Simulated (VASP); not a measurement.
A run of VASP 6.6.1 is set up as follows.

File INCAR:

```
SYSTEM = Y
PREC = Accurate ; ENCUT = 600
EDIFF = 1E-6 ; ISMEAR = -1
SIGMA = 0.08 ; LREAL = .False.
LASPH = .True. ; NELM = 100
ALGO = Normal ; ISIF = 4
LWAVE = .False. ; LCHARG = .False.
GGA = PE ; IBRION = 2
NSW = 50 ; EDIFFG = -0.005
```

Contents of KPOINTS:

```
regular mesh
0
Gamma
  10 10 3
  0 0 0
```

The input POSCAR:

```
Y
1.0
    3.0403597941      0.0000000000      0.0000000000
   -1.5201798970      2.6330288184      0.0000000000
    0.0000000000      0.0000000000      9.7574885999
Y
4
Direct
    0.0000000000      0.0000000000      0.0000000000
    0.0000000000      0.0000000000      0.5000000000
    0.3333333333      0.6666666667      0.2500000000
    0.6666666667      0.3333333333      0.7500000000
```

Potentials or basis: VASP PAW PBE potentials, release 64 (Y_sv).

Run with:

```console
$ cat potpaw_PBE.64/Y_sv/POTCAR > POTCAR
$ mpirun -np 1 vasp_std > vasp.out
```

Problem. Estimate the band gap on the k mesh.

Solution. Zero (bands 22 and 23 overlap by 2.31 eV).

Final structure:
```cif
data_structure
_symmetry_space_group_name_H-M 'P 1'
_symmetry_Int_Tables_number 1
_cell_length_a 3.0419
_cell_length_b 3.0419
_cell_length_c 9.7475
_cell_angle_alpha 90.000
_cell_angle_beta 90.000
_cell_angle_gamma 120.000
_cell_volume 78.11
loop_
_atom_site_label
_atom_site_type_symbol
_atom_site_fract_x
_atom_site_fract_y
_atom_site_fract_z
_atom_site_occupancy
Y1 Y 0.00000 0.00000 0.00000 1
Y2 Y 0.00000 0.00000 0.50000 1
Y3 Y 0.33333 0.66667 0.25000 1
Y4 Y 0.66667 0.33333 0.75000 1
```
